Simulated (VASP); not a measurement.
# NiO (Fm-3m) in VASP: further runs, part 2 of 2

VASP 6.6.1. The steps go on from the part before.

### 4 Single point, PBEsol+U, collinear spin, ferromagnetic start

Contents of INCAR:

```
PREC = Accurate
ENCUT = 1340
EDIFF = 1E-6
ISMEAR = 0
SIGMA = 0.05
LREAL = F
LASPH = T
NELM = 200
ALGO = Normal
ISIF = 2
LWAVE = F
LCHARG = T
ISPIN = 2
MAGMOM = 1.49 0.1
LORBIT = 11
NUPDOWN = 1.5
LMAXMIX = 4
LDAU = T
LDAUTYPE = 2
LDAUL = 2 -1
LDAUU = 4 0
LDAUJ = 0 0
LDAUPRINT = 1
GGA = PS
LELF = T
LVHAR = T
NBANDS = 23
GGA_COMPAT = F
```

Contents of KPOINTS:

```
Automatic mesh
0
Gamma
  8 8 8
```

Contents of POSCAR:

```
NiO
1.0
    0.0000000000      2.0913095100      2.0913095100
    2.0913095100      0.0000000000      2.0913095100
    2.0913095100      2.0913095100      0.0000000000
Ni O
1 1
Direct
    0.0000000000      0.0000000000      0.0000000000
    0.5000000000      0.5000000000      0.5000000000
```

Potentials or basis: VASP PAW PBE potentials, release 64 (Ni_sv_GW, O_h).

The run is started by

```console
> cat potpaw_PBE.64/Ni_sv_GW/POTCAR potpaw_PBE.64/O_h/POTCAR > POTCAR
> mpirun -np 1 vasp_std > vasp.out
```

OUTCAR:

```text
PREC = Accurate
   ENCUT = 1340
   EDIFF = 1E-6
   ISMEAR = 0
   LREAL = F
   LASPH = T
   NELM = 200
   ISIF = 2
   ISPIN = 2
   LORBIT = 11
   NUPDOWN = 1.5
   GGA = PS

 ion  position               nearest neighbor table
   1  0.000  0.000  0.000-   2 2.09   2 2.09   2 2.09   2 2.09   2 2.09   2 2.09
   2  0.500  0.500  0.500-   1 2.09   1 2.09   1 2.09   1 2.09   1 2.09   1 2.09

  LATTYP: Found a face centered cubic cell.
 ALAT       =     4.1826190200

  Lattice vectors:

 A1 = (   0.0000000000,   2.0913095100,   2.0913095100)
 A2 = (   2.0913095100,   0.0000000000,   2.0913095100)
 A3 = (   2.0913095100,   2.0913095100,   0.0000000000)

Analysis of symmetry for initial positions (statically):
=====================================================================
 Subroutine PRICEL returns:
 Original cell was already a primitive cell.

 Routine SETGRP: Setting up the symmetry group for a
 face centered cubic supercell.

 Subroutine GETGRP returns: Found 48 space group operations
 (whereof 48 operations were pure point group operations)
 out of a pool of 48 trial point group operations.

The static configuration has the point symmetry O_h .

Analysis of symmetry for dynamics (positions and initial velocities):
=====================================================================
 Subroutine PRICEL returns:
[... 192 lines left out ...]
  o =  0.9204  v =  0.0000  0.0000  0.0000  0.0000  0.0000  1.0000  0.0000  0.0000  0.0000  0.0000      0.0000  0.0000  0.0000  0.0000  0.0000  0.0000  0.0000  0.0000  0.0000  0.0000
  o =  0.9204  v =  0.0000  0.0000  0.0000  0.0000  0.0000  0.0000  0.9674  0.0000 -0.2533 -0.0000      0.0000  0.0000  0.0000  0.0000  0.0000  0.0000  0.0000  0.0000  0.0000  0.0000
  o =  0.9264  v =  0.0000  0.6533  0.0000  0.7571  0.0000  0.0000  0.0000  0.0000  0.0000  0.0000      0.0000  0.0000  0.0000  0.0000  0.0000  0.0000  0.0000  0.0000  0.0000  0.0000
  o =  0.9264  v =  1.0000  0.0000  0.0000  0.0000  0.0000  0.0000  0.0000  0.0000  0.0000  0.0000      0.0000  0.0000  0.0000  0.0000  0.0000  0.0000  0.0000  0.0000  0.0000  0.0000
  o =  0.9264  v =  0.0000 -0.7571 -0.0000  0.6533  0.0000  0.0000  0.0000  0.0000  0.0000  0.0000      0.0000  0.0000  0.0000  0.0000  0.0000  0.0000  0.0000  0.0000  0.0000  0.0000

 number of electron      23.9999997 magnetization       1.5000056

 Free energy of the ion-electron system (eV)
  ---------------------------------------------------
  ext. energy  EPLUGINS =         0.00000000
  ---------------------------------------------------
  free energy    TOTEN  =       -11.26431462 eV

  energy without entropy =      -11.26153261  energy(sigma->0) =      -11.26292361

 E-fermi :   8.3931     XC(G=0): -13.2697

 val. band max:        8.3690053042   @ k =   0.3750   0.2500   0.0000
 cond. band min:       6.5845224137   @ k =   0.5000   0.1250   0.0000
 fundamental gap:     -1.7844828904
 Fermi energy:         6.4088153995

 spin component 1

 k-point     1 :       0.0000    0.0000    0.0000
  band No.  band energies     occupation
      1     -96.4974      1.00000
      2     -57.0309      1.00000
      3     -57.0309      1.00000
      4     -57.0309      1.00000
      5     -12.9643      1.00000
      6       2.8308      1.00000
[... 1241 lines left out ...]
     22      37.8105      0.00000
     23      38.5993      0.00000

 [... further k-points ...]
[... 5 lines left out ...]
  --------------------------------------------------------------------------------------
  -------------------------------------------------------------------------------------
  Total       -0.6878823     -0.6878823     -0.6878823      0.0000000      0.0000000     -0.0000000
  in kB      -60.2476018    -60.2476018    -60.2476018      0.0000000      0.0000000     -0.0000000
  external PRESSURE =     -60.2476018 kB  Pullay stress =       0.0000000 kB

 VOLUME and BASIS-vectors are now :
 -----------------------------------------------------------------------------
  energy-cutoff  :     1340.00
  volume of cell :       18.29
      direct lattice vectors                 reciprocal lattice vectors
     0.000000000  2.091309510  2.091309510    -0.239084649  0.239084649  0.239084649
     2.091309510  0.000000000  2.091309510     0.239084649 -0.239084649  0.239084649
     2.091309510  2.091309510  0.000000000     0.239084649  0.239084649 -0.239084649

 POSITION                                       TOTAL-FORCE (eV/Angst)
 -----------------------------------------------------------------------------------
      0.00000      0.00000      0.00000        -0.000000      0.000000     -0.000000
      2.09131      2.09131      2.09131         0.000000     -0.000000      0.000000
 -----------------------------------------------------------------------------------
    total drift:                                0.000000      0.000000      0.000000

  FREE ENERGIE OF THE ION-ELECTRON SYSTEM (eV)
  ---------------------------------------------------
  free  energy   TOTEN  =       -11.2643146179 eV

  energy  without entropy=      -11.2615326111  energy(sigma->0) =      -11.26292361

 total charge

# of ion       s       p       d       f       tot
--------------------------------------------------
    1        2.153   6.216   7.797   0.010  16.175
    2        1.035   2.285   0.000   0.000   3.320
--------------------------------------------------
tot          3.188   8.501   7.797   0.010  19.495

 magnetization (x)

# of ion       s       p       d       f       tot
--------------------------------------------------
    1        0.009   0.012   1.380   0.001   1.402
    2        0.020   0.050   0.000   0.000   0.070
--------------------------------------------------
tot          0.029   0.062   1.380   0.001   1.472
```

OSZICAR:

```text
N       E                     dE             d eps       ncg     rms          rms(c)
DAV:   1     0.399209151549E+03    0.39921E+03   -0.20354E+04  3916   0.688E+03
DAV:   2     0.152520523350E+02   -0.38396E+03   -0.35885E+03  4353   0.115E+03
DAV:   3    -0.138147632051E+02   -0.29067E+02   -0.28600E+02  4281   0.330E+02
DAV:   4    -0.144006851053E+02   -0.58592E+00   -0.58569E+00  3833   0.299E+01
DAV:   5    -0.144119307884E+02   -0.11246E-01   -0.11244E-01  3571   0.383E+00    0.155E+01
DAV:   6    -0.133379420151E+02    0.10740E+01   -0.39468E+01  4445   0.337E+02    0.146E+01
DAV:   7    -0.110757552242E+02    0.22622E+01   -0.14610E+01  3623   0.268E+02    0.395E+00
DAV:   8    -0.112326660180E+02   -0.15691E+00   -0.57297E-01  4610   0.237E+01    0.205E+00
DAV:   9    -0.112623668542E+02   -0.29701E-01   -0.19164E-01  5048   0.263E+01    0.810E-01
DAV:  10    -0.112639459631E+02   -0.15791E-02   -0.21184E-02  4576   0.514E+00    0.255E-01
DAV:  11    -0.112641198249E+02   -0.17386E-03   -0.24686E-03  4678   0.294E+00    0.887E-02
DAV:  12    -0.112642924493E+02   -0.17262E-03   -0.25038E-04  4356   0.443E-01    0.624E-02
DAV:  13    -0.112643077582E+02   -0.15309E-04   -0.14876E-04  4557   0.413E-01    0.375E-02
DAV:  14    -0.112643141586E+02   -0.64004E-05   -0.18625E-05  4129   0.172E-01    0.131E-02
DAV:  15    -0.112643146179E+02   -0.45925E-06   -0.14889E-06  2308   0.982E-02
   1 F= -.11264315E+02 E0= -.11262924E+02  d E =-.278201E-02  mag=     1.5000
```

Wall time 96 s (1 thread of Intel Xeon Platinum 8375C at 2.90GHz (Ice Lake), shared host); peak memory 0.31 GiB.

What came out:

| Item | Value |
| --- | --- |
| Free energy | -11.2643 eV |
| Pressure | -6.0 GPa |
| Net moment | 1.50 μB per cell |
| Site moments | Ni +1.40; O +0.07 μB |
| Valence electrons inside the program's atomic spheres | Ni 16.18; O 3.32 |

Eigenvalues of the final occupation matrices:
| site | spin | trace | eigenvalues |
| --- | --- | --- | --- |
| site 1 d | 1 | 4.60 | 0.91 0.91 0.93 0.93 0.93 |
| site 1 d | 2 | 3.22 | 0.23 0.23 0.92 0.92 0.92 |

Caveat: the cell stands under tension; the PAW data sets were made with another functional, which shifts forces and pressure a little; the total moment is fixed, so each spin has its own Fermi level and the state may be an excited one; a cell with one magnetic atom can't hold antiferromagnetic order, which such compounds often take. The state reached can hang on the start; a lower one may exist.

### 5 The runs side by side

```csv
spin,fixed moment (μB),pressure (GPa),moment (μB)
"collinear, zero start",0.0,-13.0,0.00
"collinear, ferromagnetic start",2.0,-1.2,2.00
"collinear, ferromagnetic start",1.5,-6.0,1.50
```

Alike in all rows: task single point; level PBEsol+U; potentials or basis VASP PAW PBE potentials, release 64 (Ni_sv_GW, O_h); Ni d U = 4.0 eV; cell as given; k mesh 8 × 8 × 8; cutoff (eV) 1340; smearing gaussian 0.05 eV.

Caveats: the PAW data sets were made with another functional, which shifts forces and pressure a little; the cell stands under tension (at least some runs); the total moment is fixed, so each spin has its own Fermi level and the state may be an excited one (at least some runs); a cell with one magnetic atom can't hold antiferromagnetic order, which such compounds often take (at least some runs); the total moment is fixed, so each spin has its own Fermi level (at least some runs).

Absolute energies hang on the potentials; compare differences alone.
